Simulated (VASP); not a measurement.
# Nb (Cmmm) in VASP: single point with PBEsol

Aim: the single point of Nb with PBEsol.

Program: VASP 6.6.1. These are calculated values, not measurements. Logs are shortened: lines on timing, memory, paths and dates and some standing lists are left out, and cuts for length are marked.

## Step 1: The cell of the first run

It takes space group Cmmm (No. 65, orthorhombic). Conventional cell: a = 3.445 Å, b = 4.435 Å, c = 9.077 Å, α = 90.00°, β = 90.00°, γ = 90.00°. Nb (site symmetry mm2) has 10 Nb at 2.81 to 3.45 Å within 3.7 Å. Within 3.7 Å of Nb (site symmetry mmm) lie 14 Nb at 2.81 to 3.45 Å.

## Step 2: Single point, PBEsol

Input file INCAR:

```
SYSTEM = Nb
PREC = Accurate
ENCUT = 520
EDIFF = 1E-6
ISMEAR = -1
SIGMA = 0.1
LREAL = .FALSE.
LASPH = .TRUE.
NELM = 60
ALGO = Normal
ISIF = 2
LWAVE = .FALSE.
LCHARG = .FALSE.
GGA = PS
NBANDS = 26
```

Input file KPOINTS:

```
regular mesh
0
G
  8 8 3
  0 0 0
```

Input file POSCAR:

```
Nb
1.0
    1.7225900000     -2.2173600000      0.0000000000
    1.7225900000      2.2173600000      0.0000000000
    0.0000000000      0.0000000000      9.0767100000
Nb
3
Direct
    0.5000000000      0.5000000000      0.7602100000
    0.0000000000      0.0000000000      0.5000000000
    0.5000000000      0.5000000000      0.2397900000
```

Potentials or basis: VASP PAW PBE potentials, release 64 (Nb_sv).

On the command line:

```
cat potpaw_PBE.64/Nb_sv/POTCAR > POTCAR
mpirun -np 1 vasp_std > vasp.out
```

OUTCAR:

```text
SYSTEM = Nb
   PREC = Accurate
   ENCUT = 520
   EDIFF = 1E-6
   ISMEAR = -1
   LREAL = .FALSE.
   LASPH = .TRUE.
   NELM = 60
   ISIF = 2
   GGA = PS

 ion  position               nearest neighbor table
   1  0.500  0.500  0.760-   2 2.92   2 2.92
   2  0.000  0.000  0.500-   1 2.92   3 2.92   1 2.92   3 2.92
   3  0.500  0.500  0.240-   2 2.92   2 2.92

  LATTYP: Found a base centered orthorhombic cell.
 ALAT       =     3.4451800000
 B/A-ratio  =     1.2872244701
 C/A-ratio  =     2.6346112540

  Lattice vectors:

 A1 = (   1.7225900000,  -2.2173600000,   0.0000000000)
 A2 = (   1.7225900000,   2.2173600000,   0.0000000000)
 A3 = (   0.0000000000,   0.0000000000,   9.0767100000)

Analysis of symmetry for initial positions (statically):
=====================================================================
 Subroutine PRICEL returns:
 Original cell was already a primitive cell.

 Routine SETGRP: Setting up the symmetry group for a
 base centered orthorhombic supercell.

 Subroutine GETGRP returns: Found  8 space group operations
 (whereof  8 operations were pure point group operations)
 out of a pool of  8 trial point group operations.

The static configuration has the point symmetry D_2h.

Analysis of symmetry for dynamics (positions and initial velocities):
=====================================================================
 Subroutine PRICEL returns:
 Original cell was already a primitive cell.

 Routine SETGRP: Setting up the symmetry group for a
 base centered orthorhombic supercell.

 Subroutine GETGRP returns: Found  8 space group operations
 (whereof  8 operations were pure point group operations)
 out of a pool of  8 trial point group operations.

The dynamic configuration has the point symmetry D_2h.

 Subroutine INISYM returns: Found  8 space group operations
 (whereof  8 operations are pure point group operations),
 and found     1 'primitive' translations

----------------------------------------------------------------------------------------

                                     Primitive cell

  volume of cell :      69.3388

  direct lattice vectors                    reciprocal lattice vectors
     1.722590000 -2.217360000  0.000000000     0.290260596 -0.225493380  0.000000000
     1.722590000  2.217360000  0.000000000     0.290260596  0.225493380  0.000000000
     0.000000000  0.000000000  9.076710000     0.000000000  0.000000000  0.110172078

  length of vectors
     2.807846448  2.807846448  9.076710000     0.367557448  0.367557448  0.110172078

  position of ions in fractional coordinates (direct lattice)
     0.500000000  0.500000000  0.760210000
     0.000000000  0.000000000  0.500000000
     0.500000000  0.500000000  0.239790000

  ion indices of the primitive-cell ions
   primitive index   ion index
                 1           1
                 2           2
                 3           3

----------------------------------------------------------------------------------------

 KPOINTS: regular mesh

Automatic generation of k-mesh.
 Grid dimensions read from file:
 generate k-points for:    8    8    3

 Generating k-lattice:

  Cartesian coordinates                     Fractional coordinates (reciprocal lattice)
     0.036282574 -0.028186672  0.000000000     0.125000000  0.000000000  0.000000000
     0.036282574  0.028186672  0.000000000     0.000000000  0.125000000  0.000000000
     0.000000000  0.000000000  0.036724026     0.000000000  0.000000000  0.333333333

  Length of vectors
     0.045944681  0.045944681  0.036724026

  Shift w.r.t. Gamma in fractional coordinates (k-lattice)
     0.000000000  0.000000000  0.000000000

 Subroutine IBZKPT returns following result:
 ===========================================

 Found     42 irreducible k-points:

 Following reciprocal coordinates:
            Coordinates               Weight
  0.000000  0.000000  0.000000      1.000000
  0.125000  0.000000  0.000000      4.000000
  0.250000  0.000000  0.000000      4.000000
  0.375000  0.000000  0.000000      4.000000
  0.500000  0.000000  0.000000      2.000000
  0.125000  0.125000  0.000000      2.000000
[... 16 lines left out ...]
  0.125000  0.000000  0.333333      8.000000
  0.250000  0.000000  0.333333      8.000000
 [... further k-points ...]
   k-points           NKPTS =     42   k-points in BZ     NKDIM =     42   number of bands    NBANDS=     26
   number of dos      NEDOS =    301   number of ions     NIONS =      3
   total plane-waves  NPLWV =  40320
   dimension x,y,z NGX =    24 NGY =   24 NGZ =   70
   dimension x,y,z NGXF=    48 NGYF=   48 NGZF=  140
   ions per type =               3
   NGX,Y,Z   is equivalent  to a cutoff of  14.21, 14.21, 12.82 a.u.
   NGXF,Y,Z  is equivalent  to a cutoff of  28.42, 28.42, 25.64 a.u.
 SYSTEM =  Nb
   PREC   = accura    normal or accurate (medium, high low for compatibility)
   ISTART =      0    job   : 0-new  1-cont  2-samecut
   ICHARG =      2    charge: 1-file 2-atom 10-const
   ISPIN  =      1    spin polarized calculation?
   LNONCOLLINEAR =      F non collinear calculations
   LSORBIT =      F    spin-orbit coupling
   LASPH  =      T    aspherical Exc in radial PAW
   ENCUT  =  520.0 eV  38.22 Ry    6.18 a.u.   5.22  5.22 16.88*2*pi/ulx,y,z
   NELM   =     60;   NELMIN=  2; NELMDL= -5     # of ELM steps
   EDIFF  = 0.1E-05   stopping-criterion for ELM
   LREAL  =      F    real-space projection
   EDIFFG = 0.1E-04   stopping-criterion for IOM
   NSW    =      0    number of steps for IOM
   IBRION =     -1    ionic relax: 0-MD 1-quasi-New 2-CG
   NFREE  =      0    steps in history (QN), initial steepest desc. (CG)
   ISIF   =      2    stress and relaxation
   ISYM   =      2    0-nonsym 1-usesym 2-fastsym
   POTIM  = 0.5000    time-step for ionic-motion
   TEBEG  =    0.0;   TEEND  =   0.0 temperature during run
   PSTRESS=    0.0 pullay stress
   NELECT =      39.0000    total number of electrons
   NUPDOWN=      -1.0000    fix difference up-down
   EMIN   =  10.00;   EMAX   =-10.00  energy-range for DOS
   EFERMI =   0.00;   METHOD = LEGACY
   ISMEAR =    -1;   SIGMA  =   0.10  broadening in eV -4-tet -1-fermi 0-gaus
   EFERMI_NEDOS =   21; number of points for ismear=-14 and -15
   IALGO  =     38    algorithm
   IMIX   =      4    mixing-type and parameters
     AMIX     =   0.40;   BMIX     =  1.00
     AMIX_MAG =   1.60;   BMIX_MAG =  1.00
  volume/ion in A,a.u.               =      23.11       155.97
  Fermi-wavevector in a.u.,A,eV,Ry     =   1.351359  2.553699 24.846578  1.826172
  Thomas-Fermi vector in A             =   2.478788
   LORBIT       =      0    0 simple, 1 ext, 2 COOP (PROOUT), +10 PAW based schemes
   GGA     = PS    functional components
   LHFCALC =     F    Hartree Fock is set to
   AEXX    =    0.0000 exact exchange contribution
   IVDW    =     0    specifies the selected vdW correction
   LEPSILON=     F    determine dielectric tensor
   LRPA    =     F    only Hartree local field effects (RPA)
 non-spin polarized calculation
  energy-cutoff  :      520.00
  volume of cell :       69.34
 maximum number of plane-waves:      1890
 NGX is ok and might be reduce to    24
   NGX = 11   NGY = 11   NGZ = 33

 number of electron      38.9999998 magnetization

 Free energy of the ion-electron system (eV)
  ---------------------------------------------------
  ext. energy  EPLUGINS =         0.00000000
  ---------------------------------------------------
  free energy    TOTEN  =       -30.96178671 eV

  energy without entropy =      -30.84002985  energy(sigma->0) =      -30.90090828

 E-fermi :   8.0738     XC(G=0): -11.0477

 val. band max:        8.0613695236   @ k =  -0.3750   0.2500   0.3333
 cond. band min:       8.0781077813   @ k =   0.5000   0.1250   0.3333
 fundamental gap:      0.0167382577
 Fermi energy:         8.0737905487

 k-point     1 :       0.0000    0.0000    0.0000
  band No.  band energies     occupation
      1     -46.6403      2.00000
      2     -46.6242      2.00000
      3     -46.2920      2.00000
      4     -23.0630      2.00000
      5     -22.7844      2.00000
      6     -22.2196      2.00000
[... 18 lines left out ...]
     25      11.2443      0.00000
     26      11.3520      0.00000

 k-point     2 :       0.1250    0.0000    0.0000
  band No.  band energies     occupation
      1     -46.6183      2.00000
      2     -46.6043      2.00000
      3     -46.2742      2.00000
      4     -23.0208      2.00000
      5     -22.7808      2.00000
      6     -22.3337      2.00000
[... 18 lines left out ...]
     25      10.8643      0.00000
     26      10.9009      0.00000

 k-point     3 :       0.2500    0.0000    0.0000
  band No.  band energies     occupation
      1     -46.5643      2.00000
      2     -46.5558      2.00000
      3     -46.2310      2.00000
      4     -22.9340      2.00000
      5     -22.8119      2.00000
      6     -22.6622      2.00000
[... 18 lines left out ...]
     25      10.8106      0.00000
     26      11.0163      0.00000

 k-point     4 :       0.3750    0.0000    0.0000
  band No.  band energies     occupation
      1     -46.5095      2.00000
      2     -46.5067      2.00000
      3     -46.1876      2.00000
      4     -23.1132      2.00000
      5     -23.0298      2.00000
      6     -22.9539      2.00000
[... 18 lines left out ...]
     25      11.0294      0.00000
     26      11.2647      0.00000
[... 496 lines left out ...]
      1     -46.6402      2.00000
      2     -46.6243      2.00000
      3     -46.2920      2.00000
      4     -23.0658      2.00000
      5     -22.7801      2.00000
      6     -22.2194      2.00000
[... 18 lines left out ...]
     25      10.8165      0.00000
     26      11.3587      0.00000

 k-point    23 :       0.1250    0.0000    0.3333
  band No.  band energies     occupation
      1     -46.6181      2.00000
      2     -46.6044      2.00000
      3     -46.2742      2.00000
      4     -23.0234      2.00000
      5     -22.7768      2.00000
      6     -22.3346      2.00000
[... 18 lines left out ...]
     25      10.8984      0.00000
     26      11.2106      0.00000

 k-point    24 :       0.2500    0.0000    0.3333
  band No.  band energies     occupation
      1     -46.5642      2.00000
      2     -46.5559      2.00000
      3     -46.2310      2.00000
      4     -22.9359      2.00000
      5     -22.8088      2.00000
      6     -22.6638      2.00000
[... 18 lines left out ...]
     25      10.7587      0.00000
     26      11.0554      0.00000

 [... further k-points ...]

------------------------ aborting loop because EDIFF is reached ----------------------------------------

  FORCE on cell =-STRESS in cart. coord.  units (eV):
  Direction    XX          YY          ZZ          XY          YZ          ZX
  --------------------------------------------------------------------------------------
  -------------------------------------------------------------------------------------
  Total       -6.4809538     -4.9953398     -3.8331737      0.0000000      0.0000000      0.0000000
  in kB     -149.7520994   -115.4247731    -88.5711922      0.0000000      0.0000000      0.0000000
  external PRESSURE =    -117.9160216 kB  Pullay stress =       0.0000000 kB

 VOLUME and BASIS-vectors are now :
 -----------------------------------------------------------------------------
  energy-cutoff  :      520.00
  volume of cell :       69.34
      direct lattice vectors                 reciprocal lattice vectors
     1.722590000 -2.217360000  0.000000000     0.290260596 -0.225493380  0.000000000
     1.722590000  2.217360000  0.000000000     0.290260596  0.225493380  0.000000000
     0.000000000  0.000000000  9.076710000     0.000000000  0.000000000  0.110172078

 POSITION                                       TOTAL-FORCE (eV/Angst)
 -----------------------------------------------------------------------------------
      1.72259      0.00000      6.90021        -0.000000      0.000000     -0.038838
      0.00000      0.00000      4.53836         0.000000      0.000000      0.000000
      1.72259      0.00000      2.17650         0.000000      0.000000      0.038838
 -----------------------------------------------------------------------------------
    total drift:                                0.000000     -0.000000     -0.000000

  FREE ENERGIE OF THE ION-ELECTRON SYSTEM (eV)
  ---------------------------------------------------
  free  energy   TOTEN  =       -30.9617867077 eV

  energy  without entropy=      -30.8400298483  energy(sigma->0) =      -30.90090828
```

It took 2.2 min on 1 thread of Intel Xeon 8259CL, shared host; peak memory 0.22 GiB.

What came out:

| Quantity | Value |
| --- | --- |
| Free energy | -30.9618 eV |
| Pressure | -11.8 GPa |
| Largest force | 0.039 eV/Å |
| Band gap on the k mesh | zero (an odd number of electrons rules out a gap without spin polarisation) |

Forces in eV/Å, atoms in the order of the input:
```
Nb   0.000  0.000 -0.039
Nb   0.000  0.000  0.000
Nb   0.000  0.000  0.039
```

Levels at points of the mesh, in eV from the Fermi level:
```
           k point  band 15  band 16  band 17  band 18  band 19  band 20  band 21  band 22  band 23  band 24
(0.00, 0.00, 0.00)    -3.83    -2.21    -1.67    -1.45    -0.85    -0.05     0.16     1.03     2.58     2.76
(0.50, 0.00, 0.00)    -2.44    -1.59    -1.57    -1.57    -0.33     0.32     2.37     2.61     2.69     2.97
(0.50, 0.50, 0.00)    -3.17    -3.12    -1.62    -1.51     0.28     1.42     2.06     2.29     3.12     3.21
```

Caveat: the stress differs along the axes, from -15 to -9 GPa; the PAW data sets were made with another functional, which shifts forces and pressure a little.
